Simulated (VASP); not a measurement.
# PtSe2 (P-3m1) in VASP: phonons with PBE+D3(BJ)

Aim: the phonons of PtSe2 with PBE+D3(BJ).

Everything below comes from runs of VASP 6.6.1. Logs are shortened: lines on timing, memory, paths and dates and some standing lists are left out, and cuts for length are marked.

## (1) The cell of the first run

It takes space group P-3m1 (No. 164, trigonal). The conventional cell has a = 3.779 Å, b = 3.779 Å, c = 4.893 Å, α = 90.00°, β = 90.00°, γ = 120.00°. Within 3.3 Å of Pt (site symmetry -3m) lie 6 Se at 2.53 Å. Within 3.4 Å of Se (site symmetry 3m) lie 3 Pt at 2.53 Å and 6 Se at 3.19 to 3.37 Å.

## (2) Phonons, PBE+D3(BJ)

INCAR reads:

```
PREC     = Accurate       # precision mode
ENCUT    = 520            # plane-wave cutoff, eV
EDIFF    = 1E-8           # SCF threshold, eV
ISMEAR   = -1             # smearing method
SIGMA    = 0.15           # smearing width, eV
LREAL    = F              # projectors in reciprocal space
LASPH    = T              # aspherical terms in the spheres
NELM     = 60             # most SCF steps
ALGO     = Normal         # electronic algorithm
ISIF     = 2              # what is computed and relaxed
LWAVE    = F              # write WAVECAR
LCHARG   = F              # write CHGCAR
GGA      = PE             # functional
IVDW     = 12             # dispersion correction
NBANDS   = 18             # bands
IBRION   = 6              # ionic algorithm
NFREE    = 2            
POTIM    = 0.015          # step
NSW      = 1              # ionic steps
```

KPOINTS reads:

```
regular mesh
0
Gamma
  12 12 10
```

POSCAR reads:

```
PtSe2
1.0
    3.7785418476      0.0000000000      0.0000000000
   -1.8892709238      3.2723132293      0.0000000000
    0.0000000000      0.0000000000      4.8932843716
Pt Se
1 2
Direct
    0.0000000000      0.0000000000      0.0000000000
    0.3333333333      0.6666666667      0.2622544374
    0.6666666667      0.3333333333      0.7377455626
```

Potentials or basis: VASP PAW PBE potentials, release 64 (Pt, Se).

Run with:

```console
$ cat potpaw_PBE.64/Pt/POTCAR potpaw_PBE.64/Se/POTCAR > POTCAR
$ mpirun -np 1 vasp_std > vasp.out
```

OUTCAR:

```text
PREC = Accurate
   ENCUT = 520
   EDIFF = 1E-8
   ISMEAR = -1
   LREAL = F
   LASPH = T
   NELM = 60
   ISIF = 2
   GGA = PE
   IVDW = 12
   IBRION = 6
   NFREE = 2
   POTIM = 0.015
   NSW = 1
 IVDW          = 12

 ion  position               nearest neighbor table
   1  0.000  0.000  0.000-   2 2.53   3 2.53   3 2.53   2 2.53   3 2.53   2 2.53
   2  0.333  0.667  0.262-   1 2.53   1 2.53   1 2.53
   3  0.667  0.333  0.738-   1 2.53   1 2.53   1 2.53

  LATTYP: Found a hexagonal cell.
 ALAT       =     3.7785418476
 C/A-ratio  =     1.2950192347

  Lattice vectors:

 A1 = (   3.7785418476,   0.0000000000,   0.0000000000)
 A2 = (  -1.8892709238,   3.2723132293,   0.0000000000)
 A3 = (   0.0000000000,   0.0000000000,   4.8932843716)

Analysis of symmetry for initial positions (statically):
=====================================================================
 Subroutine PRICEL returns:
 Original cell was already a primitive cell.

 Routine SETGRP: Setting up the symmetry group for a
 hexagonal supercell.

 Subroutine GETGRP returns: Found 12 space group operations
 (whereof 12 operations were pure point group operations)
 out of a pool of 24 trial point group operations.

The static configuration has the point symmetry D_3d.

Analysis of symmetry for dynamics (positions and initial velocities):
=====================================================================
 Subroutine PRICEL returns:
 Original cell was already a primitive cell.

 Routine SETGRP: Setting up the symmetry group for a
 hexagonal supercell.

 Subroutine GETGRP returns: Found 12 space group operations
 (whereof 12 operations were pure point group operations)
 out of a pool of 24 trial point group operations.

The dynamic configuration has the point symmetry D_3d.

 Subroutine INISYM returns: Found 12 space group operations
 (whereof 12 operations are pure point group operations),
 and found     1 'primitive' translations

----------------------------------------------------------------------------------------

                                     Primitive cell

  volume of cell :      60.5034

  direct lattice vectors                    reciprocal lattice vectors
     3.778541848  0.000000000  0.000000000     0.264652355  0.152797109  0.000000000
    -1.889270924  3.272313229  0.000000000     0.000000000  0.305594217  0.000000000
     0.000000000  0.000000000  4.893284372     0.000000000  0.000000000  0.204361718

  length of vectors
     3.778541848  3.778541848  4.893284372     0.305594217  0.305594217  0.204361718

  position of ions in fractional coordinates (direct lattice)
     0.000000000  0.000000000  0.000000000
     0.333333333  0.666666667  0.262254437
     0.666666667  0.333333333  0.737745563

  ion indices of the primitive-cell ions
   primitive index   ion index
                 1           1
                 2           2
                 3           3

----------------------------------------------------------------------------------------

 KPOINTS: regular mesh

Automatic generation of k-mesh.
 Grid dimensions read from file:
 generate k-points for:   12   12   10

 Generating k-lattice:

  Cartesian coordinates                     Fractional coordinates (reciprocal lattice)
     0.022054363  0.012733092  0.000000000     0.083333333  0.000000000  0.000000000
     0.000000000  0.025466185  0.000000000     0.000000000  0.083333333  0.000000000
     0.000000000  0.000000000  0.020436172     0.000000000  0.000000000  0.100000000

  Length of vectors
     0.025466185  0.025466185  0.020436172

  Shift w.r.t. Gamma in fractional coordinates (k-lattice)
     0.000000000  0.000000000  0.000000000

 Subroutine IBZKPT returns following result:
 ===========================================

 Found    162 irreducible k-points:

 Following reciprocal coordinates:
            Coordinates               Weight
  0.000000  0.000000  0.000000      1.000000
  0.083333 -0.000000  0.000000      6.000000
  0.166667  0.000000  0.000000      6.000000
  0.250000  0.000000  0.000000      6.000000
  0.333333  0.000000  0.000000      6.000000
  0.416667  0.000000  0.000000      6.000000
[... 16 lines left out ...]
  0.166667  0.000000  0.100000      6.000000
  0.000000  0.166667  0.100000      6.000000
 [... further k-points ...]
   k-points           NKPTS =    162   k-points in BZ     NKDIM =    162   number of bands    NBANDS=     18
   number of dos      NEDOS =    301   number of ions     NIONS =      3
   total plane-waves  NPLWV =  28224
   dimension x,y,z NGX =    28 NGY =   28 NGZ =   36
   dimension x,y,z NGXF=    56 NGYF=   56 NGZF=   72
   ions per type =               1   2
   NGX,Y,Z   is equivalent  to a cutoff of  12.32, 12.32, 12.23 a.u.
   NGXF,Y,Z  is equivalent  to a cutoff of  24.64, 24.64, 24.46 a.u.
 SYSTEM =  unknown system
   PREC   = accura    normal or accurate (medium, high low for compatibility)
   ISTART =      0    job   : 0-new  1-cont  2-samecut
   ICHARG =      2    charge: 1-file 2-atom 10-const
   ISPIN  =      1    spin polarized calculation?
   LNONCOLLINEAR =      F non collinear calculations
   LSORBIT =      F    spin-orbit coupling
   LASPH  =      T    aspherical Exc in radial PAW
   ENCUT  =  520.0 eV  38.22 Ry    6.18 a.u.   7.03  7.03  9.10*2*pi/ulx,y,z
   NELM   =     60;   NELMIN=  2; NELMDL= -5     # of ELM steps
   EDIFF  = 0.1E-07   stopping-criterion for ELM
   LREAL  =      F    real-space projection
   EDIFFG = 0.1E-06   stopping-criterion for IOM
   NSW    =     73    number of steps for IOM
   IBRION =      6    ionic relax: 0-MD 1-quasi-New 2-CG
   NFREE  =      2    steps in history (QN), initial steepest desc. (CG)
   ISIF   =      2    stress and relaxation
   ISYM   =      2    0-nonsym 1-usesym 2-fastsym
   POTIM  = 0.0150    time-step for ionic-motion
   TEBEG  =    0.0;   TEEND  =   0.0 temperature during run
   PSTRESS=    0.0 pullay stress
   NELECT =      22.0000    total number of electrons
   NUPDOWN=      -1.0000    fix difference up-down
   EMIN   =  10.00;   EMAX   =-10.00  energy-range for DOS
   EFERMI =   0.00;   METHOD = LEGACY
   ISMEAR =    -1;   SIGMA  =   0.15  broadening in eV -4-tet -1-fermi 0-gaus
   EFERMI_NEDOS =   21; number of points for ismear=-14 and -15
   IALGO  =     38    algorithm
   IMIX   =      4    mixing-type and parameters
     AMIX     =   0.40;   BMIX     =  1.00
     AMIX_MAG =   1.60;   BMIX_MAG =  1.00
  volume/ion in A,a.u.               =      20.17       136.10
  Fermi-wavevector in a.u.,A,eV,Ry     =   1.168483  2.208113 18.576761  1.365353
  Thomas-Fermi vector in A             =   2.304969
   LORBIT       =      0    0 simple, 1 ext, 2 COOP (PROOUT), +10 PAW based schemes
   GGA     = PE    functional components
   LHFCALC =     F    Hartree Fock is set to
   AEXX    =    0.0000 exact exchange contribution
   IVDW    =    12    specifies the selected vdW correction
   LEPSILON=     F    determine dielectric tensor
   LRPA    =     F    only Hartree local field effects (RPA)
 finite differences with symmetry
 non-spin polarized calculation
  energy-cutoff  :      520.00
  volume of cell :       60.50
 maximum number of plane-waves:      1648
   NGX = 15   NGY = 15   NGZ = 19

--------------------------------------- Ionic step        1  -------------------------------------------

 number of electron      21.9999999 magnetization

 Free energy of the ion-electron system (eV)
  ---------------------------------------------------
  ext. energy  EPLUGINS =         0.00000000
  ---------------------------------------------------
  free energy    TOTEN  =       -14.24850789 eV

  energy without entropy =      -14.18920232  energy(sigma->0) =      -14.21885511

------------------------ aborting loop because EDIFF is reached ----------------------------------------

 Edisp (eV)   -1.44209

 E8    (eV) :    -0.6195
[... 319 lines left out ...]
--------------------------------------- Ionic step        9  -------------------------------------------

 number of electron      21.9999998 magnetization

 Free energy of the ion-electron system (eV)
  ---------------------------------------------------
  ext. energy  EPLUGINS =         0.00000000
  ---------------------------------------------------
  free energy    TOTEN  =       -14.24771535 eV

  energy without entropy =      -14.18903415  energy(sigma->0) =      -14.21837475

 E-fermi :   6.4246     XC(G=0): -10.7151

 val. band max:        6.3925191333   @ k =   0.0833   0.0833   0.0000
 cond. band min:       6.4395926623   @ k =   0.0000   0.1667   0.3000
 fundamental gap:      0.0470735290
 Fermi energy:         6.4245841452

 k-point     1 :       0.0000    0.0000    0.0000
  band No.  band energies     occupation
      1      -9.0738      2.00000
      2      -6.1255      2.00000
      3      -0.5314      2.00000
      4       0.2895      2.00000
      5       0.2895      2.00000
      6       2.7204      2.00000
[... 481 lines left out ...]
      5       0.7178      2.00000
      6       2.1047      2.00000
[... 10 lines left out ...]
     17      15.0046      0.00000
     18      15.2686      0.00000

 [... further k-points ...]

------------------------ aborting loop because EDIFF is reached ----------------------------------------

 Edisp (eV)   -1.44175

 E8    (eV) :    -0.6193
[... 26 lines left out ...]
  FREE ENERGIE OF THE ION-ELECTRON SYSTEM (eV)
  ---------------------------------------------------
  free  energy   TOTEN  =       -15.6894681456 eV

  energy  without entropy=      -15.6307869390  energy(sigma->0) =      -15.66012754

 INTERNAL STRAIN TENSORS FROM DISPLACED ATOMS
 ============================================

 INTERNAL STRAIN TENSOR FOR ION    1 for displacements in x,y,z  (eV/Angst):
          X           Y           Z          XY          YZ          ZX
  --------------------------------------------------------------------------------
  x     0.00000     0.00000     0.00000     0.00000     0.00000     0.00000
  y     0.00000     0.00000     0.00000     0.00000     0.00000     0.00000
  z     0.00000     0.00000     0.00000     0.00000     0.00000     0.00000

 INTERNAL STRAIN TENSOR FOR ION    3 for displacements in x,y,z  (eV/Angst):
          X           Y           Z          XY          YZ          ZX
  --------------------------------------------------------------------------------
  x     0.00000     0.00000     0.00000    -3.85640     0.00000     7.89991
  y    -3.85640     3.85640     0.00000     0.00000     7.89990     0.00000
  z     9.65596     9.65596    11.40109     0.00000     0.00000     0.00000

 Eigenvectors and eigenvalues of the dynamical matrix
 ----------------------------------------------------

   1 f  =    6.371241 THz    40.031690 2PiTHz  212.521736 cm-1    26.349325 meV
             X         Y         Z           dx          dy          dz
      0.000000  0.000000  0.000000    -0.000000   -0.000000   -0.668800
     -0.000000  2.181542  1.283286     0.000000    0.000000    0.525693
      1.889271  1.090771  3.609999     0.000000    0.000000    0.525693
[... 43 lines left out ...]
   9 f/i=    0.000463 THz     0.002910 2PiTHz    0.015447 cm-1     0.001915 meV
             X         Y         Z           dx          dy          dz
      0.000000  0.000000  0.000000    -0.000000    0.000000    0.743443
     -0.000000  2.181542  1.283286    -0.000000    0.000000    0.472913
      1.889271  1.090771  3.609999    -0.000000    0.000000    0.472913

 ELASTIC MODULI CONTR FROM IONIC RELAXATION (kBar)
 Direction    XX          YY          ZZ          XY          YZ          ZX
 --------------------------------------------------------------------------------
 XX        -543.0753   -317.0611   -507.7949      0.0000    231.4971     -0.0000
 YY        -317.0611   -543.0753   -507.7949      0.0000   -231.4971     -0.0000
 ZZ        -507.7949   -507.7949   -599.5692      0.0000      0.0000     -0.0000
 XY           0.0000      0.0000      0.0000   -113.0071      0.0000    231.4974
 YZ         231.4971   -231.4971      0.0000      0.0000   -474.2261     -0.0000
 ZX          -0.0000     -0.0000     -0.0000    231.4974     -0.0000   -474.2272
 --------------------------------------------------------------------------------
```

It took 26 min on 1 thread of Intel Xeon 8259CL, shared host; peak memory 1.2 GiB.

Results:

* Highest phonon frequency at Γ, LO-TO splitting left out: 213 cm⁻¹
* Dispersion energy per atom: -0.481 eV

Phonon frequencies in cm⁻¹ (negative: imaginary):
```csv
q point,frequencies
"(0.000, 0.000, 0.000)",0 0 0 155 155 199 210 210 213
```

Caveat: the cell stands under pressure or tension, which shifts response properties; spin-orbit coupling is left out, which moves the levels of the heavy elements.
